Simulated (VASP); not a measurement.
# Br: single point with PBEsol

Crystal: Br.

```
CELL_PARAMETERS angstrom
3.36325 -2.32255 0.00000
3.36325 2.32255 0.00000
0.00000 0.00000 8.70230
ATOMIC_POSITIONS crystal
Br 0.36510 0.63490 0.39010
Br 0.13490 0.86510 0.89010
Br 0.63490 0.36510 0.60990
Br 0.86510 0.13490 0.10990
```

* Program: VASP 6.6.1
* Task: single point
* Functional: PBEsol
* Potentials or basis: VASP PAW PBE potentials, release 64 (Br)
* Cutoff: 520 eV
* k mesh: 7 × 7 × 3
* Occupations: fermi-dirac, width 0.05 eV
* Spin: no spin polarisation
* Dipole correction: no
* Further INCAR settings: ALGO = Normal; EDIFF = 1e-06; NBANDS = 22

```yaml
Pressure: 0.1 GPa
Largest_force: 0.749 eV/Å
Band_gap_on_the_k_mesh: 1.84 eV, indirect (least direct gap 1.86 eV)
```

Forces in eV/Å, atoms in the order of the input:
```
Br   0.000  0.330 -0.672
Br   0.000 -0.330 -0.672
Br   0.000 -0.330  0.672
Br   0.000  0.330  0.672
```

Stress tensor (GPa, compression positive):
```
 0.03  0.00  0.00
 0.00 -0.47  0.00
 0.00  0.00  0.89
```

Levels at points of the mesh, in eV from the valence-band top:
| k point | band 12 | band 13 | band 14 | band 15 | band 16 | band 17 |
| --- | --- | --- | --- | --- | --- | --- |
| (0.00, 0.00, 0.00) | -0.35 | -0.06 | -0.02 | 1.84 | 2.61 | 5.79 |

Wall time 120 s on 1 thread of AMD EPYC 7R43 64-Core Processor (Zen 3), with other jobs on the host, peak memory 0.22 GiB.

Caveat: the PAW data sets were made with another functional, which shifts forces and pressure a little. A k mesh can miss the band edges.
